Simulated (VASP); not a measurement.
# Sr8Ti8O23 (a cell with a defect) in VASP: single point with LDA

Aim: the single point of Sr8Ti8O23 (a cell with a defect) with LDA.

Everything below comes from runs of VASP 6.6.1. Logs are shortened: lines on timing, memory, paths and dates and some standing lists are left out, and cuts for length are marked.

### Step 1. The cell of the first run

The cell holds a defect, 39 atoms: a = 7.708 Å, b = 7.708 Å, c = 7.708 Å, α = 90.00°, β = 90.00°, γ = 90.00°.

### Step 2. Single point, LDA

Input file INCAR:

```
SYSTEM = Sr8Ti8O23
PREC     = Accurate       ! precision mode
ENCUT    = 520            ! plane-wave cutoff, eV
EDIFF    = 1E-6           ! SCF threshold, eV
ISMEAR   = 0              ! smearing method
SIGMA    = 0.02           ! smearing width, eV
LREAL    = Auto         
LASPH    = .TRUE.         ! aspherical terms in the spheres
NELM     = 80             ! most SCF steps
ALGO     = Normal         ! electronic algorithm
ISIF     = 2              ! what is computed and relaxed
LWAVE    = .FALSE.        ! write WAVECAR
LCHARG   = .FALSE.        ! write CHGCAR
NBANDS   = 182            ! bands
NELECT   = 312.0
```

Input file KPOINTS:

```
Automatic mesh
0
Gamma
  2 2 2
  0.5 0.5 0.5
```

Input file POSCAR:

```
Sr8Ti8O23
1.0
    0.0000000000      0.0000000000      7.7080460010
   -7.7080460010      0.0000000000      0.0000000000
    0.0000000000     -7.7080460010      0.0000000000
Sr Ti O
8 8 23
Direct
    0.0000000000      0.5086150637      0.4913849363
    0.5000000000      0.5086237238      0.4913762762
    0.0000000000      0.5086150637      0.0086150637
    0.5000000000      0.5086237238      0.0086237238
    0.0000000000     -0.0086150637      0.4913849363
    0.5000000000     -0.0086237238      0.4913762762
    0.0000000000     -0.0086150637      0.0086150637
    0.5000000000     -0.0086237238      0.0086237238
    0.2538199930      0.2500000000      0.2500000000
    0.7461800070      0.2500000000      0.2500000000
    0.2341640637      0.2500000000      0.7500000000
    0.7658359363      0.2500000000      0.7500000000
    0.2494752775      0.7500000000      0.2500000000
    0.7505247225      0.7500000000      0.2500000000
    0.2538199930      0.7500000000      0.7500000000
    0.7461800070      0.7500000000      0.7500000000
    0.2693473089      0.2500000000      0.5065665420
    0.7306526911      0.2500000000      0.5065665420
    0.2693473089      0.2500000000     -0.0065665420
    0.7306526911      0.2500000000     -0.0065665420
    0.2479286947      0.7500000000      0.5004460113
    0.7520713053      0.7500000000      0.5004460113
    0.2479286947      0.7500000000     -0.0004460113
    0.7520713053      0.7500000000     -0.0004460113
    0.0000000000      0.2500000000      0.2500000000
    0.5000000000      0.2500000000      0.2500000000
    0.0000000000      0.2500000000      0.7500000000
    0.0000000000      0.7500000000      0.2500000000
    0.5000000000      0.7500000000      0.2500000000
    0.0000000000      0.7500000000      0.7500000000
    0.5000000000      0.7500000000      0.7500000000
    0.2479286947      0.4995539887      0.2500000000
    0.7520713053      0.4995539887      0.2500000000
    0.2693473089      0.4934334580      0.7500000000
    0.7306526911      0.4934334580      0.7500000000
    0.2479286947      0.0004460113      0.2500000000
    0.7520713053      0.0004460113      0.2500000000
    0.2693473089      0.0065665420      0.7500000000
    0.7306526911      0.0065665420      0.7500000000
```

Potentials or basis: VASP PAW LDA potentials, release 64 (Sr_sv, Ti_sv, O).

Run with:

```console
$ cat potpaw_LDA.64/Sr_sv/POTCAR potpaw_LDA.64/Ti_sv/POTCAR potpaw_LDA.64/O/POTCAR > POTCAR
$ mpirun -np 1 vasp_std > vasp.out
```

OUTCAR:

```text
SYSTEM = Sr8Ti8O23
   PREC = Accurate
   ENCUT = 520
   EDIFF = 1E-6
   ISMEAR = 0
   LREAL = Auto
   LASPH = .TRUE.
   NELM = 80
   ISIF = 2
   NELECT = 312.0

 ion  position               nearest neighbor table
   1  0.000  0.509  0.491-  28 2.63  22 2.67  21 2.67  32 2.67  33 2.67  25 2.73  30 2.73  27 2.82
                            17 2.88  18 2.88  34 2.88  35 2.88  13 3.26  14 3.26  11 3.35  12 3.35
   2  0.500  0.509  0.491-  29 2.63  18 2.67  17 2.67  34 2.67  35 2.67  32 2.69  33 2.69  22 2.69
                            21 2.69  26 2.73  31 2.73  14 3.26  13 3.26  16 3.32   9 3.32  10 3.32
   3  0.000  0.509  0.009-  28 2.63  24 2.67  23 2.67  32 2.67  33 2.67  25 2.73  30 2.73  27 2.82
                            19 2.88  20 2.88  34 2.88  35 2.88  13 3.26  14 3.26  11 3.35  12 3.35
   4  0.500  0.509  0.009-  29 2.63  20 2.67  19 2.67  34 2.67  35 2.67  32 2.69  33 2.69  24 2.69
                            23 2.69  26 2.73  31 2.73  14 3.26  13 3.26  16 3.32   9 3.32  10 3.32
   5  0.000  0.991  0.491-  28 2.63  22 2.67  21 2.67  36 2.67  37 2.67  25 2.73  30 2.73  27 2.82
                            17 2.88  18 2.88  38 2.88  39 2.88  13 3.26  14 3.26  11 3.35  12 3.35
   6  0.500  0.991  0.491-  29 2.63  18 2.67  17 2.67  38 2.67  39 2.67  36 2.69  37 2.69  22 2.69
                            21 2.69  26 2.73  31 2.73  14 3.26  13 3.26  16 3.32   9 3.32  10 3.32
   7  0.000  0.991  0.009-  28 2.63  24 2.67  23 2.67  36 2.67  37 2.67  25 2.73  30 2.73  27 2.82
                            19 2.88  20 2.88  38 2.88  39 2.88  13 3.26  14 3.26  11 3.35  12 3.35
   8  0.500  0.991  0.009-  29 2.63  20 2.67  19 2.67  38 2.67  39 2.67  36 2.69  37 2.69  24 2.69
                            23 2.69  26 2.73  31 2.73  14 3.26  13 3.26  16 3.32   9 3.32  10 3.32
   9  0.254  0.250  0.250-  26 1.90  32 1.92  36 1.92  25 1.96  17 1.98  19 1.98   6 3.32   8 3.32
                             2 3.32   4 3.32   7 3.36   1 3.36   5 3.36   3 3.36
  10  0.746  0.250  0.250-  26 1.90  33 1.92  37 1.92  25 1.96  18 1.98  20 1.98   6 3.32   8 3.32
                             2 3.32   4 3.32   7 3.36   1 3.36   5 3.36   3 3.36
  11  0.234  0.250  0.750-  27 1.80  19 1.90  17 1.90  34 1.90  38 1.90   3 3.35   5 3.35   7 3.35
                             1 3.35   6 3.49   4 3.49   8 3.49   2 3.49
  12  0.766  0.250  0.750-  27 1.80  20 1.90  18 1.90  35 1.90  39 1.90   3 3.35   5 3.35   7 3.35
                             1 3.35   6 3.49   4 3.49   8 3.49   2 3.49
  13  0.249  0.750  0.250-  28 1.92  23 1.93  21 1.93  32 1.93  36 1.93  29 1.93   5 3.26   7 3.26
                             1 3.26   3 3.26   4 3.26   8 3.26   2 3.26   6 3.26
  14  0.751  0.750  0.250-  28 1.92  24 1.93  22 1.93  33 1.93  37 1.93  29 1.93   5 3.26   7 3.26
                             1 3.26   3 3.26   4 3.26   8 3.26   2 3.26   6 3.26
  15  0.254  0.750  0.750-  31 1.90  23 1.92  21 1.92  30 1.96  34 1.98  38 1.98   6 3.32   8 3.32
                             2 3.32   4 3.32   7 3.36   1 3.36   5 3.36   3 3.36
  16  0.746  0.750  0.750-  31 1.90  24 1.92  22 1.92  30 1.96  35 1.98  39 1.98   6 3.32   8 3.32
                             2 3.32   4 3.32   7 3.36   1 3.36   5 3.36   3 3.36
  17  0.269  0.250  0.507-  11 1.90   9 1.98   2 2.67   6 2.67   5 2.88   1 2.88
  18  0.731  0.250  0.507-  12 1.90  10 1.98   2 2.67   6 2.67   5 2.88   1 2.88
  19  0.269  0.250  0.993-  11 1.90   9 1.98   4 2.67   8 2.67   7 2.88   3 2.88
  20  0.731  0.250  0.993-  12 1.90  10 1.98   4 2.67   8 2.67   7 2.88   3 2.88
  21  0.248  0.750  0.500-  15 1.92  13 1.93   1 2.67   5 2.67   2 2.69   6 2.69
  22  0.752  0.750  0.500-  16 1.92  14 1.93   1 2.67   5 2.67   2 2.69   6 2.69
[... 15 lines left out ...]
  38  0.269  0.007  0.750-  11 1.90  15 1.98   6 2.67   8 2.67   7 2.88   5 2.88
  39  0.731  0.007  0.750-  12 1.90  16 1.98   6 2.67   8 2.67   7 2.88   5 2.88

  LATTYP: Found a simple cubic cell.
 ALAT       =     7.7080460010

  Lattice vectors:

 A1 = (   0.0000000000,   0.0000000000,   7.7080460010)
 A2 = (  -7.7080460010,   0.0000000000,   0.0000000000)
 A3 = (   0.0000000000,  -7.7080460010,   0.0000000000)

Analysis of symmetry for initial positions (statically):
=====================================================================
 Subroutine PRICEL returns:
 Original cell was already a primitive cell.

 Routine SETGRP: Setting up the symmetry group for a
 simple cubic supercell.

 Subroutine GETGRP returns: Found 16 space group operations
 (whereof  4 operations were pure point group operations)
 out of a pool of 48 trial point group operations.

The static configuration has the point symmetry C_2v.
 The point group associated with its full space group is D_4h.

Analysis of symmetry for dynamics (positions and initial velocities):
=====================================================================
 Subroutine PRICEL returns:
 Original cell was already a primitive cell.

 Routine SETGRP: Setting up the symmetry group for a
 simple cubic supercell.

[... 110 lines left out ...]
 KPOINTS: Automatic mesh

Automatic generation of k-mesh.
 Grid dimensions read from file:
 generate k-points for:    2    2    2

 Generating k-lattice:

  Cartesian coordinates                     Fractional coordinates (reciprocal lattice)
     0.000000000  0.000000000  0.064867283     0.500000000  0.000000000  0.000000000
    -0.064867283  0.000000000  0.000000000     0.000000000  0.500000000  0.000000000
     0.000000000 -0.064867283  0.000000000     0.000000000  0.000000000  0.500000000

  Length of vectors
     0.064867283  0.064867283  0.064867283

  Shift w.r.t. Gamma in fractional coordinates (k-lattice)
     0.500000000  0.500000000  0.500000000

 Subroutine IBZKPT returns following result:
 ===========================================

 Found      1 irreducible k-points:

 Following reciprocal coordinates:
            Coordinates               Weight
  0.250000  0.250000  0.250000      8.000000
   k-points           NKPTS =      1   k-points in BZ     NKDIM =      1   number of bands    NBANDS=    182
   number of dos      NEDOS =    301   number of ions     NIONS =     39
   total plane-waves  NPLWV = 216000
   dimension x,y,z NGX =    60 NGY =   60 NGZ =   60
   dimension x,y,z NGXF=   120 NGYF=  120 NGZF=  120
   ions per type =               8   8  23
   NGX,Y,Z   is equivalent  to a cutoff of  12.94, 12.94, 12.94 a.u.
   NGXF,Y,Z  is equivalent  to a cutoff of  25.88, 25.88, 25.88 a.u.
 SYSTEM =  Sr8Ti8O23
   PREC   = accura    normal or accurate (medium, high low for compatibility)
   ISTART =      0    job   : 0-new  1-cont  2-samecut
   ICHARG =      2    charge: 1-file 2-atom 10-const
   ISPIN  =      1    spin polarized calculation?
   LNONCOLLINEAR =      F non collinear calculations
   LSORBIT =      F    spin-orbit coupling
   LASPH  =      T    aspherical Exc in radial PAW
   ENCUT  =  520.0 eV  38.22 Ry    6.18 a.u.  14.33 14.33 14.33*2*pi/ulx,y,z
   NELM   =     80;   NELMIN=  2; NELMDL= -5     # of ELM steps
   EDIFF  = 0.1E-05   stopping-criterion for ELM
   LREAL  =      T    real-space projection
   EDIFFG = 0.1E-04   stopping-criterion for IOM
   NSW    =      0    number of steps for IOM
   IBRION =     -1    ionic relax: 0-MD 1-quasi-New 2-CG
   NFREE  =      0    steps in history (QN), initial steepest desc. (CG)
   ISIF   =      2    stress and relaxation
   ISYM   =      2    0-nonsym 1-usesym 2-fastsym
   POTIM  = 0.5000    time-step for ionic-motion
   TEBEG  =    0.0;   TEEND  =   0.0 temperature during run
   PSTRESS=    0.0 pullay stress
   NELECT =     312.0000    total number of electrons
   NUPDOWN=      -1.0000    fix difference up-down
   EMIN   =  10.00;   EMAX   =-10.00  energy-range for DOS
   EFERMI =   0.00;   METHOD = LEGACY
   ISMEAR =     0;   SIGMA  =   0.02  broadening in eV -4-tet -1-fermi 0-gaus
   EFERMI_NEDOS =   21; number of points for ismear=-14 and -15
   IALGO  =     38    algorithm
   IMIX   =      4    mixing-type and parameters
     AMIX     =   0.40;   BMIX     =  1.00
     AMIX_MAG =   1.60;   BMIX_MAG =  1.00
  volume/ion in A,a.u.               =      11.74        79.24
  Fermi-wavevector in a.u.,A,eV,Ry     =   1.440507  2.722164 28.232914  2.075061
  Thomas-Fermi vector in A             =   2.559243
   LORBIT       =      0    0 simple, 1 ext, 2 COOP (PROOUT), +10 PAW based schemes
   GGA     = CA    functional components
   LHFCALC =     F    Hartree Fock is set to
   AEXX    =    0.0000 exact exchange contribution
   IVDW    =     0    specifies the selected vdW correction
   LEPSILON=     F    determine dielectric tensor
   LRPA    =     F    only Hartree local field effects (RPA)
 non-spin polarized calculation
 Gauss-broadening in eV      SIGMA  =   0.02
  energy-cutoff  :      520.00
  volume of cell :      457.97
 maximum number of plane-waves:     12341
 NGX is ok and might be reduce to    60
   NGX = 29   NGY = 29   NGZ = 29

 number of electron     312.0000156 magnetization

 Free energy of the ion-electron system (eV)
  ---------------------------------------------------
  ext. energy  EPLUGINS =         0.00000000
  ---------------------------------------------------
  free energy    TOTEN  =      -355.01204079 eV

  energy without entropy =     -355.01204079  energy(sigma->0) =     -355.01204079

 E-fermi :   3.9710     XC(G=0): -11.8282

 val. band max:        3.8579340052   @ k =   0.2500   0.2500   0.2500
 cond. band min:       6.4422853875   @ k =   0.2500   0.2500   0.2500
 fundamental gap:      2.5843513823
 Fermi energy:         3.9710273954

 k-point     1 :       0.2500    0.2500    0.2500
  band No.  band energies     occupation
      1     -51.6577      2.00000
      2     -51.6548      2.00000
      3     -51.5357      2.00000
      4     -51.5357      2.00000
      5     -51.5342      2.00000
      6     -51.5342      2.00000
[... 160 lines left out ...]
    167       7.7444      0.00000
    168       7.7621      0.00000
 [bands above 168 left out]

------------------------ aborting loop because EDIFF is reached ----------------------------------------

  FORCE on cell =-STRESS in cart. coord.  units (eV):
  Direction    XX          YY          ZZ          XY          YZ          ZX
  --------------------------------------------------------------------------------------
  -------------------------------------------------------------------------------------
  Total      -15.7017730    -15.7017730    -14.7843245      0.0000000      0.0000000      0.0000000
  in kB      -54.9321229    -54.9321229    -51.7224604      0.0000000      0.0000000      0.0000000
  external PRESSURE =     -53.8622354 kB  Pullay stress =       0.0000000 kB

 VOLUME and BASIS-vectors are now :
 -----------------------------------------------------------------------------
  energy-cutoff  :      520.00
  volume of cell :      457.97
      direct lattice vectors                 reciprocal lattice vectors
     0.000000000  0.000000000  7.708046001     0.000000000  0.000000000  0.129734566
    -7.708046001  0.000000000  0.000000000    -0.129734566  0.000000000  0.000000000
     0.000000000 -7.708046001  0.000000000     0.000000000 -0.129734566  0.000000000

 POSITION                                       TOTAL-FORCE (eV/Angst)
 -----------------------------------------------------------------------------------
     -3.92043     -3.78762      0.00000         0.024472     -0.024472      0.000000
     -3.92050     -3.78755      3.85402         0.011004     -0.011004      0.000000
     -3.92043     -0.06641      0.00000         0.024472      0.024472      0.000000
     -3.92050     -0.06647      3.85402         0.011004      0.011004      0.000000
     -7.64164     -3.78762      0.00000        -0.024472     -0.024472      0.000000
     -7.64157     -3.78755      3.85402        -0.011004     -0.011004      0.000000
[... 31 lines left out ...]
     -0.05062     -5.78103      2.07614         0.041343      0.000000      0.011044
     -0.05062     -5.78103      5.63190         0.041343      0.000000     -0.011044
 -----------------------------------------------------------------------------------
    total drift:                               -0.000000     -0.000000      0.000000

  FREE ENERGIE OF THE ION-ELECTRON SYSTEM (eV)
  ---------------------------------------------------
  free  energy   TOTEN  =      -355.0120407927 eV

  energy  without entropy=     -355.0120407927  energy(sigma->0) =     -355.01204079
```

It took 4.9 min on 1 thread of Intel Xeon Platinum 8259CL at 2.50GHz (Skylake/Cascade Lake), shared host; peak memory 0.39 GiB.

What came out:

* Free energy: -355.0120 eV
* Largest force: 0.119 eV/Å

Forces in eV/Å, atoms in the order of the input:
```
Sr   0.024 -0.024  0.000
Sr   0.011 -0.011  0.000
Sr   0.024  0.024  0.000
Sr   0.011  0.011  0.000
Sr  -0.024 -0.024  0.000
Sr  -0.011 -0.011  0.000
Sr  -0.024  0.024  0.000
Sr  -0.011  0.011  0.000
Ti   0.000  0.000 -0.021
Ti   0.000  0.000  0.021
Ti   0.000  0.000  0.119
Ti   0.000  0.000 -0.119
Ti   0.000  0.000 -0.012
Ti   0.000  0.000  0.012
Ti   0.000  0.000 -0.021
Ti   0.000  0.000  0.021
O    0.000  0.041  0.011
O    0.000  0.041 -0.011
O    0.000 -0.041  0.011
O    0.000 -0.041 -0.011
O    0.000  0.008 -0.003
O    0.000  0.008  0.003
O    0.000 -0.008 -0.003
O    0.000 -0.008  0.003
O    0.000  0.000  0.000
O    0.000  0.000  0.000
O    0.000  0.000  0.000
O    0.000  0.000  0.000
O    0.000  0.000  0.000
O    0.000  0.000  0.000
O    0.000  0.000  0.000
O   -0.008  0.000 -0.003
O   -0.008  0.000  0.003
O   -0.041  0.000  0.011
O   -0.041  0.000 -0.011
O    0.008  0.000 -0.003
O    0.008  0.000  0.003
O    0.041  0.000  0.011
O    0.041  0.000 -0.011
```

Caveat: the cell carries a net charge on a neutralising background, which shifts energy and pressure; the cell is charged against a uniform background, so pressure and absolute levels hang on convention.
